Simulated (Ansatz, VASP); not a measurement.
One calculation of PbS, two programs

The input INCAR:

```
PREC = Accurate
ENCUT = 450
EDIFF = 1E-7
ISMEAR = 0
SIGMA = 0.01
LREAL = F
LASPH = T
NELM = 120
ALGO = Normal
ISIF = 2
LWAVE = F
LCHARG = F
GGA = CA
IBRION = 2
NSW = 60
EDIFFG = -0.002
GGA_COMPAT = F
NELMIN = 4
```

File KPOINTS:

```
Automatic mesh
0
Gamma
  10 10 10
```

File POSCAR:

```
PbS
1.0
    0.0000000000      2.8939215871      2.9406920370
    2.8939215871      0.0000000000      2.9406920370
    2.8939215871      2.8939215871      0.0000000000
Pb S
1 1
Direct
    0.0000000000      0.0000000000      0.0000000000
    0.5000000000      0.5000000000      0.5000000000
```

Input for Ansatz:

```yaml
crystal:
  lattice:
    - [0.0, 2.8939215871, 2.940692037]
    - [2.8939215871, 0.0, 2.940692037]
    - [2.8939215871, 2.8939215871, 0.0]
  atoms:
    - { symbol: Pb, position: [0.0, 0.0, 0.0] }
    - { symbol: S, position: [0.5, 0.5, 0.5] }
basis:
  ecutwfc: 420
kpoints:
  mp_grid: { grid: [10, 10, 10] }
hamiltonian:
  xc: lda
  pseudopotentials: { kind: paw, azcp: { folder: soft_1 } }
scf:
  occupations: { method: gaussian, width: 0.01 }
output:
  forces: true
  stress: true
  eigenvalues: true
relax:
  adjacent_minimum: "off"
  f_tol: 0.002
  max_steps: 40
```

Change from the starting cell: strained cell.

Alike in both runs: task relaxation of the atoms; functional LDA; k mesh 10 × 10 × 10; occupations gaussian, width 0.01 eV; no spin polarisation.

|  | VASP | Ansatz |
| --- | --- | --- |
| version | VASP 6.6.1 | Ansatz 0.2.0 |
| potentials or method | VASP PAW LDA potentials, release 64 (Pb_d, S), cutoff 450 eV | scalar-relativistic, plane waves, PAW |
| valence electrons in the cell | 20 | 20 |

|  | VASP | Ansatz | Ansatz less VASP |
| --- | --- | --- | --- |
| gap on the k mesh at the Fermi level, each at its own relaxed structure (eV) | 0.02 | 0.01 | -0.017 |

Ansatz warns that its potentials were made for another functional, while VASP's fit it. LDA's correlation is that of Perdew and Zunger in VASP and of Perdew and Wang (1992) in Ansatz. Ansatz's warnings: stress scf threshold loose.

Neither program's run includes spin-orbit coupling. Noted on VASP's run: the relaxation stopped at its first step, so nothing moved.
